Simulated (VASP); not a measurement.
Input of a VASP 6.6.1 run:

INCAR

```
SYSTEM = CdS5
PREC = Accurate
ENCUT = 520
EDIFF = 1E-6
ISMEAR = 0
SIGMA = 0.02
LREAL = .False.
LASPH = .True.
NELM = 60
ALGO = Normal
ISIF = 2
LWAVE = .False.
LCHARG = .False.
GGA = PE
NBANDS = 30
```

KPOINTS

```
regular mesh
0
Gamma
  6 6 4
  0 0 0
```

Contents of POSCAR:

```
CdS5
1.0
    2.9812331219     -3.3194706827      0.0243104739
    2.9812331219      3.3194706827      0.0243104739
   -2.6822611823      0.0000000000      8.8380358408
Cd S
1 5
Direct
    0.0322018277      0.9677981723      0.0000000000
    0.7052603230      0.1887998574      0.6713392720
    0.9377446995      0.0622553005      0.5000000000
    0.8112001426      0.2947396770      0.3286607280
    0.5953124665      0.9357194593      0.1438413770
    0.0642805407      0.4046875335      0.8561586230
```

Potentials or basis: VASP PAW PBE potentials, release 64 (Cd, S).

Launch:

```sh
$ cat potpaw_PBE.64/Cd/POTCAR potpaw_PBE.64/S/POTCAR > POTCAR
$ mpirun -np 1 vasp_std > vasp.out
```

Task: Predict the band gap on the k mesh.

Result: 1.41 eV (least direct gap 1.63 eV).

Task: What does it give for the pressure?

Result: -0.2 GPa.

Task: Predict the largest force.

Result: 0.117 eV/Å.

Forces in eV/Å, atoms in the order of the input:
```
Cd   0.000  0.006  0.000
S    0.093 -0.068 -0.002
S    0.000  0.104  0.000
S   -0.093 -0.068  0.002
S    0.045  0.013  0.107
S   -0.045  0.013 -0.107
```

A k mesh can miss the band edges.
